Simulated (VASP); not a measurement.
# Ag (I4/mmm) in VASP: a series of runs, part 2 of 2

VASP 6.6.1. Earlier steps stand in the parts before.

## (4) Single point, PBEsol (strain +0.0175 x Voigt [1, 0, 0, 0, 0, 0])

INCAR reads:

```
ALGO = Normal
EDIFF = 1E-7
ENCUT = 520
GGA = PS
ISIF = 2
ISMEAR = 0
LASPH = True
LCHARG = False
LREAL = False
LWAVE = False
NBANDS = 12
NELM = 80
PREC = Accurate
SIGMA = 0.15
```

KPOINTS reads:

```
k-points
0
Gamma
  20 20 20
```

POSCAR reads:

```
Ag
1.0
   -1.6846279450      1.6556540000      1.6556540000
    1.6846279450     -1.6556540000      1.6556540000
    1.6846279450      1.6556540000     -1.6556540000
Ag
1
Direct
    0.0000000000      0.0000000000      0.0000000000
```

Potentials or basis: VASP PAW PBE potentials, release 64 (Ag).

Run with:

```sh
cat potpaw_PBE.64/Ag/POTCAR > POTCAR
mpirun -np 1 vasp_std > vasp.out
```

OUTCAR:

```text
EDIFF = 1E-7
   ENCUT = 520
   GGA = PS
   ISIF = 2
   ISMEAR = 0
   LASPH = True
   LREAL = False
   NELM = 80
   PREC = Accurate

 ion  position               nearest neighbor table
   1  0.000  0.000  0.000-

  LATTYP: Found a body centered tetragonal cell.
 ALAT       =     3.3113080000
 C/A-ratio  =     1.0175000000

  Lattice vectors:

 A1 = (  -1.6846279450,   1.6556540000,  -1.6556540000)
 A2 = (  -1.6846279450,  -1.6556540000,   1.6556540000)
 A3 = (   1.6846279450,   1.6556540000,   1.6556540000)

Analysis of symmetry for initial positions (statically):
=====================================================================
 Subroutine PRICEL returns:
 Original cell was already a primitive cell.

 Routine SETGRP: Setting up the symmetry group for a
 body centered tetragonal supercell.

 Subroutine GETGRP returns: Found 16 space group operations
 (whereof 16 operations were pure point group operations)
 out of a pool of 16 trial point group operations.

The static configuration has the point symmetry D_4h.

Analysis of symmetry for dynamics (positions and initial velocities):
=====================================================================
 Subroutine PRICEL returns:
 Original cell was already a primitive cell.

 Routine SETGRP: Setting up the symmetry group for a
 body centered tetragonal supercell.

 Subroutine GETGRP returns: Found 16 space group operations
 (whereof 16 operations were pure point group operations)
 out of a pool of 16 trial point group operations.

The dynamic configuration has the point symmetry D_4h.

 Subroutine INISYM returns: Found 16 space group operations
 (whereof 16 operations are pure point group operations),
 and found     1 'primitive' translations

----------------------------------------------------------------------------------------

                                     Primitive cell

  volume of cell :      18.4715

  direct lattice vectors                    reciprocal lattice vectors
    -1.684627945  1.655654000  1.655654000     0.000000000  0.301995465  0.301995465
[... 115 lines left out ...]
 non-spin polarized calculation
 Gauss-broadening in eV      SIGMA  =   0.15
  energy-cutoff  :      520.00
  volume of cell :       18.47
 maximum number of plane-waves:       515
 NGX is ok and might be reduce to    24
   NGX = 11   NGY = 11   NGZ = 11

 number of electron      10.9999998 magnetization

 Free energy of the ion-electron system (eV)
  ---------------------------------------------------
  ext. energy  EPLUGINS =         0.00000000
  ---------------------------------------------------
  free energy    TOTEN  =        -3.22089609 eV

  energy without entropy =       -3.21615338  energy(sigma->0) =       -3.21852474

 E-fermi :   7.1733     XC(G=0): -11.9397

 val. band max:        7.1599124399   @ k =   0.3500   0.1000   0.0500
 cond. band min:       7.1937741199   @ k =   0.4500  -0.4000   0.1000
 fundamental gap:      0.0338616800
 Fermi energy:         7.1733013686

 k-point     1 :       0.0000    0.0000    0.0000
  band No.  band energies     occupation
      1      -0.0802      2.00000
      2       2.5494      2.00000
      3       2.5494      2.00000
      4       2.6186      2.00000
      5       3.7134      2.00000
      6       3.7907      2.00000
      7      24.6264      0.00000
      8      24.9049      0.00000
      9      24.9049      0.00000
     10      29.6274      0.00000
     11      30.0644      0.00000
     12      30.0644      0.00000
[... 331 lines left out ...]
 k-point    24 :       0.1000    0.1000    0.0000
  band No.  band energies     occupation
      1       0.7868      2.00000
      2       2.4252      2.00000
      3       2.5187      2.00000
      4       3.1122      2.00000
      5       3.5871      2.00000
      6       3.7887      2.00000
      7      22.2604      0.00000
      8      22.8116      0.00000
      9      25.1752      0.00000
     10      25.3671      0.00000
     11      27.7748      0.00000
     12      28.7762      0.00000

 [... further k-points ...]

------------------------ aborting loop because EDIFF is reached ----------------------------------------

  FORCE on cell =-STRESS in cart. coord.  units (eV):
  Direction    XX          YY          ZZ          XY          YZ          ZX
  --------------------------------------------------------------------------------------
  -------------------------------------------------------------------------------------
  Total       -0.9504125     -0.9905048     -0.9905048      0.0000000      0.0000000      0.0000000
  in kB      -82.4364998    -85.9140157    -85.9140157      0.0000000      0.0000000      0.0000000
  external PRESSURE =     -84.7548437 kB  Pullay stress =       0.0000000 kB

 VOLUME and BASIS-vectors are now :
 -----------------------------------------------------------------------------
  energy-cutoff  :      520.00
  volume of cell :       18.47
      direct lattice vectors                 reciprocal lattice vectors
    -1.684627945  1.655654000  1.655654000     0.000000000  0.301995465  0.301995465
     1.684627945 -1.655654000  1.655654000     0.296801440  0.000000000  0.301995465
     1.684627945  1.655654000 -1.655654000     0.296801440  0.301995465  0.000000000

 POSITION                                       TOTAL-FORCE (eV/Angst)
 -----------------------------------------------------------------------------------
      0.00000      0.00000      0.00000         0.000000     -0.000000      0.000000
 -----------------------------------------------------------------------------------
    total drift:                               -0.000000      0.000000      0.000000

  FREE ENERGIE OF THE ION-ELECTRON SYSTEM (eV)
  ---------------------------------------------------
  free  energy   TOTEN  =        -3.2208960905 eV

  energy  without entropy=       -3.2161533821  energy(sigma->0) =       -3.21852474
```

OSZICAR:

```text
N       E                     dE             d eps       ncg     rms          rms(c)
DAV:   1     0.505510395144E+02    0.50551E+02   -0.54237E+03 15592   0.818E+02
DAV:   2    -0.275463898982E+01   -0.53306E+02   -0.50325E+02 17932   0.189E+02
DAV:   3    -0.353671714120E+01   -0.78208E+00   -0.78151E+00 17936   0.244E+01
DAV:   4    -0.353909731307E+01   -0.23802E-02   -0.23801E-02 17288   0.141E+00
DAV:   5    -0.353911693220E+01   -0.19619E-04   -0.19619E-04 17672   0.115E-01    0.457E+00
DAV:   6    -0.323040887184E+01    0.30871E+00   -0.13742E+00 16508   0.102E+01    0.287E+00
DAV:   7    -0.322408996904E+01    0.63189E-02   -0.49048E-03 17164   0.723E-01    0.167E+00
DAV:   8    -0.322088503169E+01    0.32049E-02   -0.66909E-04 17336   0.187E-01    0.515E-02
DAV:   9    -0.322089400642E+01   -0.89747E-05   -0.97993E-06 17004   0.242E-02    0.129E-02
DAV:  10    -0.322089612673E+01   -0.21203E-05   -0.19064E-06 17904   0.125E-02    0.112E-03
DAV:  11    -0.322089609049E+01    0.36241E-07   -0.41326E-08 10172   0.168E-03
   1 F= -.32208961E+01 E0= -.32185247E+01  d E =-.474271E-02
```

Run time: 1.8 min. Hardware: 1 thread of Intel Xeon Platinum 8375C at 2.90GHz (Ice Lake), shared host; peak memory 0.25 GiB.

Results:

| Property | Result |
| --- | --- |
| Free energy | -3.2209 eV |
| Pressure | -8.5 GPa |

Caveat: the cell differs from its parent crystal (strain +0.0175 x Voigt [1, 0, 0, 0, 0, 0]); the PAW data sets were made with another functional, which shifts forces and pressure a little.

## (5) The runs side by side

```tsv
cell	gap on the mesh (eV)	pressure (GPa)
a = 2.882 Å, angles 108.7, 109.9, 109.9°, 1 atom	none	-8.3
a = 2.887 Å, angles 108.4, 110.0, 110.0°, 1 atom	none	-8.6
a = 2.885 Å, angles 108.5, 109.9, 109.9°, 1 atom	none	-8.5
```

Alike in all rows: task single point; level PBEsol; potentials or basis VASP PAW PBE potentials, release 64 (Ag); no spin polarisation; k mesh 20 × 20 × 20; cutoff (eV) 520; smearing gaussian 0.15 eV.

Caveats: the PAW data sets were made with another functional, which shifts forces and pressure a little.

Total energies depend on the potentials used, so only differences within one code and one set of settings carry meaning.
